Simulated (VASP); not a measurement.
The system is Ti.

```xyz
2
Lattice="-2.5205 2.5205 1.3750 2.5205 -2.5205 1.3750 2.5205 2.5205 -1.3750" Properties=species:S:1:pos:R:3 pbc="T T T"
Ti    0.0000    0.0000    0.0000
Ti    0.0000    2.5205    0.6875
```

| Item | Value |
| --- | --- |
| Program | VASP 6.6.1 |
| Task | relaxation of cell and atoms |
| Functional | PBEsol |
| Potentials or basis | VASP PAW PBE potentials, release 64 (Ti_sv) |
| Cutoff | 600 eV |
| k mesh | 8 × 8 × 8 |
| Occupations | gaussian, width 0.1 eV |
| Spin | no spin polarisation |

At the start: pressure -4.4 GPa; volume 17.47 Å³/atom.

**Question.** How do energy, volume and symmetry change on relaxing?

**Answer.** Over 5 steps the energy falls by 16.9 meV/atom and the volume is 16.60 Å³/atom (-5.0 %); space group I4_1/amd (No. 141, to 0.1 Å) before and after.

Step by step:
```csv
step,energy change (eV),largest force (eV/Å),pressure (GPa),volume (Å³)
1,0.0000,0.0000,-4.41,34.94
2,-0.0254,0.0000,2.15,32.56
3,-0.0287,0.0000,0.54,33.14
4,-0.0331,0.0000,0.25,33.18
5,-0.0337,0.0000,0.12,33.19
```

Final structure:
```yaml
crystal:
  lattice:
    - [-2.44659, 2.44659, 1.38637]
    - [2.44659, -2.44659, 1.38637]
    - [2.44659, 2.44659, -1.38637]
  atoms:
    - { symbol: Ti, position: [0.00000, 0.00000, 0.00000] }
    - { symbol: Ti, position: [0.75000, 0.25000, 0.50000] }
```

Caveat: the PAW data sets were made with another functional, which shifts forces and pressure a little.
